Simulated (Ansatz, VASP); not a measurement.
# Two plane-wave programs on CdS

INCAR

```
SYSTEM = CdS
PREC = Accurate ; ENCUT = 520
EDIFF = 1E-8 ; ISMEAR = -1
SIGMA = 0.01 ; LREAL = .False.
LASPH = .True. ; NELM = 80
ALGO = Normal ; ISIF = 2
LWAVE = .False. ; LCHARG = .False.
GGA = PE ; LEFG = .True.
NBANDS = 16
```

Contents of KPOINTS:

```
Automatic mesh
0
Gamma
  8 8 8
  0 0 0
```

File POSCAR:

```
CdS
1.0
    0.0000000000      2.9100000000      2.9100000000
    2.9100000000      0.0000000000      2.9100000000
    2.9100000000      2.9100000000      0.0000000000
Cd S
1 1
Direct
    0.0000000000      0.0000000000      0.0000000000
    0.7500000000      0.7500000000      0.7500000000
```

Input for Ansatz:

```yaml
crystal:
  lattice:
    - [0.0, 2.91, 2.91]
    - [2.91, 0.0, 2.91]
    - [2.91, 2.91, 0.0]
  atoms:
    - { symbol: Cd, position: [0.0, 0.0, 0.0] }
    - { symbol: S, position: [0.75, 0.75, 0.75] }
kpoints:
  mp_grid: { grid: [8, 8, 8] }
  band_path:
    path:
      - [0.0, 0.0, 0.0]
      - [-0.5, -0.5, 0.0]
      - [-0.375, -0.375, 0.25]
      - [-0.375, 0.0, 0.375]
      - [0.0, 0.0, 0.0]
      - [0.0, 0.0, 0.5]
      - [-0.5, -0.25, 0.25]
      - [-0.5, -0.5, 0.0]
    npoints: 8
scf:
  occupations: { method: fermi_dirac, width: 0.01 }
hamiltonian:
  xc: pbe
  pseudopotentials: { kind: paw }
output:
  forces: true
  stress: true
  eigenvalues: true
  efg: { contact_densities: true }
  populations: true
  bader: true
  dos: { projected: true, de: 0.2, e_range: [-14, 8] }
```

Alike in both runs: task electric field gradients; functional PBE; k mesh 8 × 8 × 8; occupations fermi-dirac, width 0.01 eV; no spin polarisation.

```csv
,VASP,Ansatz
version,VASP 6.6.1,Ansatz 0.2.0
potentials or method,"VASP PAW PBE potentials, release 64 (Cd, S)","PAW with Ansatz's default frozen-core files, scalar-relativistic"
plane-wave cutoff (eV),520,420
valence electrons in the cell,18,26
```

```csv
,VASP,Ansatz,Ansatz less VASP
gap on the k mesh at the Fermi level (eV),1.16,1.16,-0.005
pressure (GPa),3.7,3.3,-0.37
```

VASP's potentials hold 18 valence electrons a cell and Ansatz's 26, so a difference there can come from the potentials and not from the codes.
